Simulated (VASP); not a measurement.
# LiF (Fm-3m) in VASP: notebook, part 2 of 2

VASP 6.6.1. Earlier steps stand in the parts before.

### Step 4. Electric field gradients, PBE (volume scaled by 0.98)

Contents of INCAR:

```
ALGO     = Normal         # electronic algorithm
EDIFF    = 1E-8           # SCF threshold, eV
ENCUT    = 520            # plane-wave cutoff, eV
GGA      = PE             # functional
ISIF     = 2              # what is computed and relaxed
ISMEAR   = -1             # smearing method
LASPH    = T              # aspherical terms in the spheres
LCHARG   = F              # write CHGCAR
LEFG     = T            
LREAL    = F              # projectors in reciprocal space
LWAVE    = F              # write WAVECAR
NBANDS   = 12             # bands
NELM     = 100            # most SCF steps
PREC     = Accurate       # precision mode
SIGMA    = 0.03           # smearing width, eV
```

Contents of KPOINTS:

```
k-points
0
Gamma
  10 10 10
```

Contents of POSCAR:

```
LiF
1.0
    0.0000000000      2.0004828142      2.0004828142
    2.0004828142      0.0000000000      2.0004828142
    2.0004828142      2.0004828142      0.0000000000
Li F
1 1
Direct
    0.0000000000      0.0000000000      0.0000000000
    0.5000000000      0.5000000000      0.5000000000
```

Potentials or basis: VASP PAW PBE potentials, release 64 (Li_sv, F).

Command:

```
$ cat potpaw_PBE.64/Li_sv/POTCAR potpaw_PBE.64/F/POTCAR > POTCAR
$ mpirun -np 1 vasp_std > vasp.out
```

OUTCAR:

```text
EDIFF = 1E-8
   ENCUT = 520
   GGA = PE
   ISIF = 2
   ISMEAR = -1
   LASPH = T
   LREAL = F
   NELM = 100
   PREC = Accurate

 ion  position               nearest neighbor table
   1  0.000  0.000  0.000-   2 2.00   2 2.00   2 2.00   2 2.00   2 2.00   2 2.00
   2  0.500  0.500  0.500-   1 2.00   1 2.00   1 2.00   1 2.00   1 2.00   1 2.00

  LATTYP: Found a face centered cubic cell.
 ALAT       =     4.0009656284

  Lattice vectors:

 A1 = (   0.0000000000,   2.0004828142,   2.0004828142)
 A2 = (   2.0004828142,   0.0000000000,   2.0004828142)
 A3 = (   2.0004828142,   2.0004828142,   0.0000000000)

Analysis of symmetry for initial positions (statically):
=====================================================================
 Subroutine PRICEL returns:
 Original cell was already a primitive cell.

 Routine SETGRP: Setting up the symmetry group for a
 face centered cubic supercell.

 Subroutine GETGRP returns: Found 48 space group operations
 (whereof 48 operations were pure point group operations)
 out of a pool of 48 trial point group operations.

The static configuration has the point symmetry O_h .

Analysis of symmetry for dynamics (positions and initial velocities):
=====================================================================
 Subroutine PRICEL returns:
 Original cell was already a primitive cell.

 Routine SETGRP: Setting up the symmetry group for a
 face centered cubic supercell.

 Subroutine GETGRP returns: Found 48 space group operations
 (whereof 48 operations were pure point group operations)
 out of a pool of 48 trial point group operations.

The dynamic configuration has the point symmetry O_h .

 Subroutine INISYM returns: Found 48 space group operations
 (whereof 48 operations are pure point group operations),
[... 166 lines left out ...]
     12      23.6294      0.00000
[... 331 lines left out ...]
 k-point    24 :       0.4000    0.3000    0.0000
  band No.  band energies     occupation
      1     -41.7049      2.00000
      2     -20.3765      2.00000
      3      -3.2741      2.00000
      4      -1.7934      2.00000
      5      -1.6784      2.00000
      6      12.3770      0.00000
      7      16.0207      0.00000
      8      17.8603      0.00000
      9      19.4923      0.00000
     10      20.5600      0.00000
     11      33.4896      0.00000
     12      34.3777      0.00000

 [... further k-points ...]
[... 5 lines left out ...]
  --------------------------------------------------------------------------------------
  -------------------------------------------------------------------------------------
  Total        0.3274834      0.3274834      0.3274834      0.0000000      0.0000000      0.0000000
  in kB       32.7691684     32.7691684     32.7691684      0.0000000      0.0000000      0.0000000
  external PRESSURE =      32.7691684 kB  Pullay stress =       0.0000000 kB

 VOLUME and BASIS-vectors are now :
 -----------------------------------------------------------------------------
  energy-cutoff  :      520.00
  volume of cell :       16.01
      direct lattice vectors                 reciprocal lattice vectors
     0.000000000  2.000482814  2.000482814    -0.249939663  0.249939663  0.249939663
     2.000482814  0.000000000  2.000482814     0.249939663 -0.249939663  0.249939663
     2.000482814  2.000482814  0.000000000     0.249939663  0.249939663 -0.249939663

 POSITION                                       TOTAL-FORCE (eV/Angst)
 -----------------------------------------------------------------------------------
      0.00000      0.00000      0.00000        -0.000000     -0.000000      0.000000
      2.00048      2.00048      2.00048         0.000000      0.000000     -0.000000
 -----------------------------------------------------------------------------------
    total drift:                               -0.000000     -0.000000      0.000000

  FREE ENERGIE OF THE ION-ELECTRON SYSTEM (eV)
  ---------------------------------------------------
  free  energy   TOTEN  =        -9.6315217103 eV

  energy  without entropy=       -9.6315217102  energy(sigma->0) =       -9.63152171

 Electric field gradients (V/A^2)
---------------------------------------------------------------------
 ion       V_xx      V_yy      V_zz      V_xy      V_xz      V_yz
---------------------------------------------------------------------
   1      -0.000    -0.000     0.000    -0.000    -0.000    -0.000
   2      -0.000     0.000    -0.000     0.001     0.001     0.001
---------------------------------------------------------------------

 Electric field gradients after diagonalization (V/A^2)
 (convention: |V_zz| > |V_xx| > |V_yy|)
----------------------------------------------------------------------
 ion       V_xx      V_yy      V_zz     asymmetry (V_yy - V_xx)/ V_zz
----------------------------------------------------------------------
   1       0.000     0.000    -0.001       0.000
   2      -0.001    -0.001     0.002       0.000
----------------------------------------------------------------------

           NMR quadrupolar parameters

 Cq : quadrupolar parameter    Cq=e*Q*V_zz/h
 eta: asymmetry parameters     (V_yy - V_xx)/ V_zz
 Q  : nuclear electric quadrupole moment in mb (millibarn)
----------------------------------------------------------------------
 ion       Cq(MHz)       eta       Q (mb)
----------------------------------------------------------------------
   1      -0.000       0.000       1.000
   2       0.000       0.000       1.000
----------------------------------------------------------------------
```

Wall time 8 s (1 thread of Intel Xeon Platinum 8259CL at 2.50GHz (Skylake/Cascade Lake), shared host); peak memory 0.13 GiB.

Results:

```yaml
Free_energy: -9.6315 eV
Band_gap_on_the_k_mesh: 9.28 eV, direct
```

Caveat: the cutoff is under 1.25 times the usual one of these potentials, so pressure, stress and relaxed cells hold a basis-set (Pulay) error; without QUAD_EFG the Cq values of the log hold for a quadrupole moment of 1 mb, not for the nuclei.

### Step 5. Electric field gradients, PBE (volume scaled by 1.02)

Contents of INCAR:

```
ALGO = Normal
EDIFF = 1E-8
ENCUT = 520
GGA = PE
ISIF = 2
ISMEAR = -1
LASPH = T
LCHARG = F
LEFG = T
LREAL = F
LWAVE = F
NBANDS = 12
NELM = 100
PREC = Accurate
SIGMA = 0.03
```

KPOINTS is that of step 4.

Contents of POSCAR:

```
LiF
1.0
    0.0000000000      2.0273381370      2.0273381370
    2.0273381370      0.0000000000      2.0273381370
    2.0273381370      2.0273381370      0.0000000000
Li F
1 1
Direct
    0.0000000000      0.0000000000      0.0000000000
    0.5000000000      0.5000000000      0.5000000000
```

Potentials or basis: VASP PAW PBE potentials, release 64 (Li_sv, F).

Command:

```
$ cat potpaw_PBE.64/Li_sv/POTCAR potpaw_PBE.64/F/POTCAR > POTCAR
$ mpirun -np 1 vasp_std > vasp.out
```

OUTCAR:

```text
EDIFF = 1E-8
   ENCUT = 520
   GGA = PE
   ISIF = 2
   ISMEAR = -1
   LASPH = T
   LREAL = F
   NELM = 100
   PREC = Accurate

 ion  position               nearest neighbor table
   1  0.000  0.000  0.000-   2 2.03   2 2.03   2 2.03   2 2.03   2 2.03   2 2.03
   2  0.500  0.500  0.500-   1 2.03   1 2.03   1 2.03   1 2.03   1 2.03   1 2.03

  LATTYP: Found a face centered cubic cell.
 ALAT       =     4.0546762740

  Lattice vectors:

 A1 = (   0.0000000000,   2.0273381370,   2.0273381370)
 A2 = (   2.0273381370,   0.0000000000,   2.0273381370)
[... 574 lines left out ...]
  ---------------------------------------------------
  free  energy   TOTEN  =        -9.6404967944 eV

  energy  without entropy=       -9.6404967944  energy(sigma->0) =       -9.64049679

 Electric field gradients (V/A^2)
---------------------------------------------------------------------
 ion       V_xx      V_yy      V_zz      V_xy      V_xz      V_yz
---------------------------------------------------------------------
   1      -0.000     0.000    -0.000    -0.002    -0.002    -0.002
   2      -0.000    -0.000     0.000    -0.001    -0.001    -0.001
---------------------------------------------------------------------

 Electric field gradients after diagonalization (V/A^2)
 (convention: |V_zz| > |V_xx| > |V_yy|)
----------------------------------------------------------------------
 ion       V_xx      V_yy      V_zz     asymmetry (V_yy - V_xx)/ V_zz
----------------------------------------------------------------------
   1       0.002     0.002    -0.003       0.000
   2       0.001     0.001    -0.001       0.000
----------------------------------------------------------------------

           NMR quadrupolar parameters

 Cq : quadrupolar parameter    Cq=e*Q*V_zz/h
 eta: asymmetry parameters     (V_yy - V_xx)/ V_zz
 Q  : nuclear electric quadrupole moment in mb (millibarn)
----------------------------------------------------------------------
 ion       Cq(MHz)       eta       Q (mb)
----------------------------------------------------------------------
   1      -0.000       0.000       1.000
   2      -0.000       0.000       1.000
----------------------------------------------------------------------
```

Run time: 8.2 s. Hardware: 1 thread of Intel Xeon Platinum 8259CL at 2.50GHz (Skylake/Cascade Lake), shared host; peak memory 0.13 GiB.

Results:

| Property | Result |
| --- | --- |
| Free energy | -9.6405 eV |
| Band gap on the k mesh | 8.91 eV, direct |

Levels at points of the mesh, in eV from the valence-band top:
| k point | band 3 | band 4 | band 5 | band 6 | band 7 | band 8 |
| --- | --- | --- | --- | --- | --- | --- |
| (0.00, 0.00, 0.00) | 0.00 | 0.00 | 0.00 | 8.91 | 23.71 | 23.71 |
| (0.50, 0.00, 0.00) | -2.46 | -0.22 | -0.22 | 10.67 | 16.50 | 18.74 |
| (0.50, 0.50, 0.00) | -2.92 | -0.97 | -0.97 | 14.63 | 16.38 | 17.21 |

Caveat: the cutoff is under 1.25 times the usual one of these potentials, so pressure, stress and relaxed cells hold a basis-set (Pulay) error; without QUAD_EFG the Cq values of the log hold for a quadrupole moment of 1 mb, not for the nuclei.

### Step 6. The runs side by side

| cell | gap on the mesh (eV) |
| --- | --- |
| a = 2.848 Å, angles 60.0°, 2 atoms | 9.09 |
| a = 2.791 Å, angles 60.0°, 2 atoms | 9.66 |
| a = 2.829 Å, angles 60.0°, 2 atoms | 9.28 |
| a = 2.867 Å, angles 60.0°, 2 atoms | 8.91 |

Alike in all rows: task electric field gradients; level PBE; potentials or basis VASP PAW PBE potentials, release 64 (Li_sv, F); no spin polarisation; k mesh 10 × 10 × 10; cutoff (eV) 520; smearing fermi-dirac 0.03 eV.

Caveats: the cutoff is under 1.25 times the usual one of these potentials, so pressure, stress and relaxed cells hold a basis-set (Pulay) error.

Total energies depend on the potentials used, so only differences within one code and one set of settings carry meaning.
